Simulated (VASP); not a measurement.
# N (P2_13) in VASP: further runs, part 2 of 2

VASP 6.6.1.

## 3. Single point, LDA

INCAR

```
SYSTEM = N
  PREC = Accurate
  ENCUT = 520
  EDIFF = 1E-7
  ISMEAR = -1
  SIGMA = 0.05
  LREAL = .FALSE.
  LASPH = .TRUE.
  NELM = 100
  ALGO = Normal
  ISIF = 2
  LWAVE = .FALSE.
  LCHARG = .FALSE.
  NBANDS = 30
```

KPOINTS

```
regular mesh
0
G
  5 5 5
  0 0 0
```

POSCAR

```
N
1.0
    5.8151017200      0.0000000000      0.0000000000
    0.0000000000      5.8151017200      0.0000000000
    0.0000000000      0.0000000000      5.8151017200
N
8
Direct
    0.0458611400      0.4541388600      0.5458611400
    0.4541388600      0.5458611400      0.0458611400
    0.5458611400      0.0458611400      0.4541388600
    0.9541388600      0.9541388600      0.9541388600
    0.9360985600      0.5639014400      0.4360985600
    0.5639014400      0.4360985600      0.9360985600
    0.4360985600      0.9360985600      0.5639014400
    0.0639014400      0.0639014400      0.0639014400
```

Potentials or basis: VASP PAW LDA potentials, release 64 (N).

Started as:

```
cat potpaw_LDA.64/N/POTCAR > POTCAR
mpirun -np 1 vasp_std > vasp.out
```

OUTCAR:

```text
SYSTEM = N
   PREC = Accurate
   ENCUT = 520
   EDIFF = 1E-7
   ISMEAR = -1
   LREAL = .FALSE.
   LASPH = .TRUE.
   NELM = 100
   ISIF = 2

 ion  position               nearest neighbor table
   1  0.046  0.454  0.546-   5 1.11
   2  0.454  0.546  0.046-   6 1.11
   3  0.546  0.046  0.454-   7 1.11
   4  0.954  0.954  0.954-   8 1.11
   5  0.936  0.564  0.436-   1 1.11
   6  0.564  0.436  0.936-   2 1.11
   7  0.436  0.936  0.564-   3 1.11
   8  0.064  0.064  0.064-   4 1.11
[... 560 lines left out ...]
  Total       -1.3158224     -1.3158224     -1.3158224      0.0000000     -0.0000000     -0.0000000
  in kB      -10.7210150    -10.7210150    -10.7210150      0.0000000     -0.0000000     -0.0000000
  external PRESSURE =     -10.7210150 kB  Pullay stress =       0.0000000 kB

 VOLUME and BASIS-vectors are now :
 -----------------------------------------------------------------------------
  energy-cutoff  :      520.00
  volume of cell :      196.64
      direct lattice vectors                 reciprocal lattice vectors
     5.815101720  0.000000000  0.000000000     0.171966037  0.000000000  0.000000000
     0.000000000  5.815101720  0.000000000     0.000000000  0.171966037  0.000000000
     0.000000000  0.000000000  5.815101720     0.000000000  0.000000000  0.171966037

 POSITION                                       TOTAL-FORCE (eV/Angst)
 -----------------------------------------------------------------------------------
      0.26669      2.64086      3.17424        -0.207522      0.207522     -0.207522
      2.64086      3.17424      0.26669         0.207522     -0.207522     -0.207522
      3.17424      0.26669      2.64086        -0.207522     -0.207522      0.207522
      5.54841      5.54841      5.54841         0.207522      0.207522      0.207522
      5.44351      3.27914      2.53596         0.209180     -0.209180      0.209180
      3.27914      2.53596      5.44351        -0.209180      0.209180      0.209180
      2.53596      5.44351      3.27914         0.209180      0.209180     -0.209180
      0.37159      0.37159      0.37159        -0.209180     -0.209180     -0.209180
 -----------------------------------------------------------------------------------
    total drift:                                0.000000      0.000000      0.000000

  FREE ENERGIE OF THE ION-ELECTRON SYSTEM (eV)
  ---------------------------------------------------
  free  energy   TOTEN  =       -70.3095104884 eV

  energy  without entropy=      -70.3095104884  energy(sigma->0) =      -70.30951049
```

It took 30 s on 1 thread of Intel Xeon 6975P-C (Granite Rapids), shared host; peak memory 0.24 GiB.

What came out:

| Property | Result |
| --- | --- |
| Free energy | -70.3095 eV |
| Pressure | -1.1 GPa |
| Largest force | 0.362 eV/Å |
| Band gap on the k mesh | 7.26 eV, indirect (least direct gap 7.28 eV) |

Forces in eV/Å, atoms in the order of the input:
```
N   -0.208  0.208 -0.208
N    0.208 -0.208 -0.208
N   -0.208 -0.208  0.208
N    0.208  0.208  0.208
N    0.209 -0.209  0.209
N   -0.209  0.209  0.209
N    0.209  0.209 -0.209
N   -0.209 -0.209 -0.209
```

Levels at points of the mesh, in eV from the valence-band top:
```
           k point  band 17  band 18  band 19  band 20  band 21  band 22  band 23  band 24
(0.00, 0.00, 0.00)    -0.81    -0.02    -0.02    -0.02     7.26     7.26     7.26     8.02
```

Caveat: the standard files for N, O and F lose accuracy on very short bonds. A k mesh can miss the band edges.

## 4. Single point, LDA

INCAR

```
PREC     = Accurate       # precision mode
ENCUT    = 520            # plane-wave cutoff, eV
EDIFF    = 1E-7           # SCF threshold, eV
ISMEAR   = 0              # smearing method
SIGMA    = 0.01           # smearing width, eV
LREAL    = False          # projectors in reciprocal space
LASPH    = True           # aspherical terms in the spheres
NELM     = 80             # most SCF steps
ALGO     = Normal         # electronic algorithm
ISIF     = 2              # what is computed and relaxed
LWAVE    = False          # write WAVECAR
LCHARG   = False          # write CHGCAR
GGA      = CA             # functional
NBANDS   = 30             # bands
```

KPOINTS

```
regular mesh
0
Gamma
  4 4 4
```

POSCAR is that of step 3.

Started as:

```
cat potpaw_LDA.64/N/POTCAR > POTCAR
mpirun -np 1 vasp_std > vasp.out
```

Run time: 26 s. Hardware: 1 thread of Intel Xeon 6975P-C (Granite Rapids), shared host; peak memory 0.24 GiB.

Results (log left out):

* Free energy: -70.3095 eV
* Pressure: -1.1 GPa
* Largest force: 0.362 eV/Å
* Band gap on the k mesh: 7.26 eV, indirect (least direct gap 7.28 eV)

Forces on the atoms (eV/Å):
```
N   -0.207  0.207 -0.207
N    0.207 -0.207 -0.207
N   -0.207 -0.207  0.207
N    0.207  0.207  0.207
N    0.209 -0.209  0.209
N   -0.209  0.209  0.209
N    0.209  0.209 -0.209
N   -0.209 -0.209 -0.209
```

Levels at points of the mesh, in eV from the valence-band top:
| k point | band 16 | band 17 | band 18 | band 19 | band 20 | band 21 | band 22 | band 23 | band 24 | band 25 |
| --- | --- | --- | --- | --- | --- | --- | --- | --- | --- | --- |
| (0.00, 0.00, 0.00) | -1.49 | -0.81 | -0.02 | -0.02 | -0.02 | 7.26 | 7.26 | 7.26 | 8.02 | 8.02 |
| (0.50, 0.00, 0.00) | -1.56 | -0.31 | -0.31 | 0.00 | 0.00 | 7.48 | 7.48 | 7.80 | 7.80 | 7.92 |
| (0.50, 0.50, 0.00) | -1.53 | -0.18 | -0.18 | -0.14 | -0.14 | 7.79 | 7.79 | 7.81 | 7.81 | 7.92 |
| (0.50, 0.50, 0.50) | -1.48 | -0.20 | -0.20 | -0.20 | -0.20 | 7.81 | 7.81 | 7.81 | 7.81 | 7.98 |

Caveat: the standard files for N, O and F lose accuracy on very short bonds. A k mesh can miss the band edges.

## 5. Single point, r2SCAN

POSCAR is that of step 4.

INCAR.step1

```
PREC     = Accurate       # precision mode
ENCUT    = 520            # plane-wave cutoff, eV
ISMEAR   = 0              # smearing method
SIGMA    = 0.01           # smearing width, eV
LREAL    = F              # projectors in reciprocal space
LASPH    = T              # aspherical terms in the spheres
NELM     = 100            # most SCF steps
NBANDS   = 30             # bands
GGA      = PE             # functional
ALGO     = Normal         # electronic algorithm
EDIFF    = 1E-4           # SCF threshold, eV
LWAVE    = T              # write WAVECAR
LCHARG   = F              # write CHGCAR
```

INCAR.step2

```
PREC     = Accurate       # precision mode
ENCUT    = 520            # plane-wave cutoff, eV
EDIFF    = 1E-6           # SCF threshold, eV
ISMEAR   = 0              # smearing method
SIGMA    = 0.01           # smearing width, eV
LREAL    = F              # projectors in reciprocal space
LASPH    = T              # aspherical terms in the spheres
NELM     = 100            # most SCF steps
ALGO     = Normal         # electronic algorithm
ISIF     = 2              # what is computed and relaxed
LWAVE    = F              # write WAVECAR
LCHARG   = F              # write CHGCAR
METAGGA  = R2SCAN         # meta-GGA
LMIXTAU  = T            
NBANDS   = 30             # bands
ISTART   = 1
```

KPOINTS is that of step 4.

Potentials or basis: VASP PAW PBE potentials, release 64 (N).

Started as:

```
cat potpaw_PBE.64/N/POTCAR > POTCAR
cp INCAR.step1 INCAR
mpirun -np 1 vasp_std > vasp.out
cp INCAR.step2 INCAR
mpirun -np 1 vasp_std > vasp.out
```

Wall time 1.7 min (1 thread of Intel Xeon 6975P-C (Granite Rapids), shared host); peak memory 0.35 GiB.

It converged, with:

- Free energy: -72.9909 eV
- Pressure: -0.1 GPa
- Largest force: 0.195 eV/Å
- Band gap on the k mesh: 8.13 eV, indirect (least direct gap 8.14 eV)

Forces on the atoms (eV/Å):
```
N    0.113 -0.113  0.113
N   -0.113  0.113  0.113
N    0.113  0.113 -0.113
N   -0.113 -0.113 -0.113
N   -0.104  0.104 -0.104
N    0.104 -0.104 -0.104
N   -0.104 -0.104  0.104
N    0.104  0.104  0.104
```

Levels at points of the mesh, in eV from the valence-band top:
| k point | band 18 | band 19 | band 20 | band 21 | band 22 | band 23 |
| --- | --- | --- | --- | --- | --- | --- |
| (0.00, 0.00, 0.00) | -0.02 | -0.02 | -0.02 | 8.13 | 8.13 | 8.13 |
| (0.50, 0.00, 0.00) | -0.26 | 0.00 | 0.00 | 8.34 | 8.34 | 8.65 |
| (0.50, 0.50, 0.00) | -0.15 | -0.12 | -0.12 | 8.65 | 8.65 | 8.67 |
| (0.50, 0.50, 0.50) | -0.18 | -0.18 | -0.18 | 8.67 | 8.67 | 8.67 |

Caveat: the standard files for N, O and F lose accuracy on very short bonds; the PAW data sets were made with another functional, which shifts forces and pressure a little. A k mesh can miss the band edges.

## 6. The runs side by side

```tsv
level	potentials or basis	k mesh	smearing	gap on the mesh (eV)	pressure (GPa)	largest force (eV/Å)
PBEsol	VASP PAW PBE potentials, release 64 (N)	5 × 5 × 5	fermi-dirac 0.05 eV	7.40	1.0	0.90
LDA	VASP PAW LDA potentials, release 64 (N)	5 × 5 × 5	fermi-dirac 0.05 eV	7.26	-1.1	0.36
LDA	VASP PAW LDA potentials, release 64 (N)	4 × 4 × 4	gaussian 0.01 eV	7.26	-1.1	0.36
r2SCAN	VASP PAW PBE potentials, release 64 (N)	4 × 4 × 4	gaussian 0.01 eV	8.13	-0.1	0.20
```

Alike in all rows: task single point; no spin polarisation; cell as given; cutoff (eV) 520.

Caveats: the standard files for N, O and F lose accuracy on very short bonds; the PAW data sets were made with another functional, which shifts forces and pressure a little (some runs).

Absolute energies hang on the potentials; compare differences alone.
